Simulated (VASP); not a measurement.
**Sn3PbO4: single point with PBE**

Crystal: Sn3PbO4.

```
Sn Pb O
1.0
     5.53217    0.00000    0.00000
     0.00000    5.53217    0.00000
     0.00000    0.00000    5.11534
Sn Pb O
3 1 4
Direct
  0.00000 0.50000 0.22201
  0.50000 0.00000 0.22201
  0.00000 0.00000 0.78255
  0.50000 0.50000 0.74900
  0.75381 0.24619 0.00611
  0.24619 0.75381 0.00611
  0.75381 0.75381 0.00611
  0.24619 0.24619 0.00611
```

```yaml
Program: VASP 6.6.1
Task: single point
Functional: PBE
Potentials_or_basis: VASP PAW PBE potentials, release 64 (Sn_d, Pb_d, O)
Cutoff: 520 eV
k_mesh: 4 × 4 × 4
Occupations: gaussian, width 0.1 eV
Spin: no spin polarisation
Dipole_correction: no
Further_INCAR_settings: ALGO = Normal; EDIFF = 1e-06; NBANDS = 50
```

| Quantity | Value |
| --- | --- |
| Pressure | 0.2 GPa |
| Largest force | 0.091 eV/Å |
| Band gap on the k mesh | 0.66 eV |

Forces in eV/Å, atoms in the order of the input:
```
Sn   0.000  0.000  0.048
Sn   0.000  0.000  0.048
Sn   0.000  0.000 -0.091
Pb   0.000  0.000 -0.034
O    0.011 -0.011  0.008
O   -0.011  0.011  0.008
O    0.011  0.011  0.008
O   -0.011 -0.011  0.008
```

Stress tensor (GPa, compression positive):
```
0.06 0.00 0.00
0.00 0.06 0.00
0.00 0.00 0.47
```

Levels at points of the mesh, in eV from the valence-band top:
| k point | band 37 | band 38 | band 39 | band 40 | band 41 | band 42 | band 43 | band 44 |
| --- | --- | --- | --- | --- | --- | --- | --- | --- |
| (0.00, 0.00, 0.00) | -2.09 | -1.90 | -1.52 | 0.00 | 0.66 | 0.66 | 1.86 | 4.22 |
| (0.50, 0.00, 0.00) | -2.25 | -2.24 | -0.96 | -0.35 | 2.25 | 2.63 | 2.87 | 3.09 |
| (0.50, 0.50, 0.00) | -2.65 | -2.07 | -2.07 | -1.99 | 2.52 | 3.02 | 3.02 | 3.40 |
| (0.00, 0.00, 0.50) | -2.09 | -2.05 | -1.90 | -1.61 | 1.68 | 2.67 | 2.67 | 3.54 |
| (0.50, 0.00, 0.50) | -2.23 | -1.63 | -1.51 | -1.41 | 1.84 | 1.89 | 2.88 | 3.28 |
| (0.50, 0.50, 0.50) | -2.10 | -1.26 | -1.26 | -1.23 | 2.23 | 2.45 | 2.45 | 2.82 |

Wall time 100 s on 1 thread of Intel(R) Xeon(R) Platinum 8488C (Sapphire Rapids), with other jobs on the host, peak memory 0.32 GiB.

Caveat: spin-orbit coupling is left out, which moves the levels of the heavy elements.
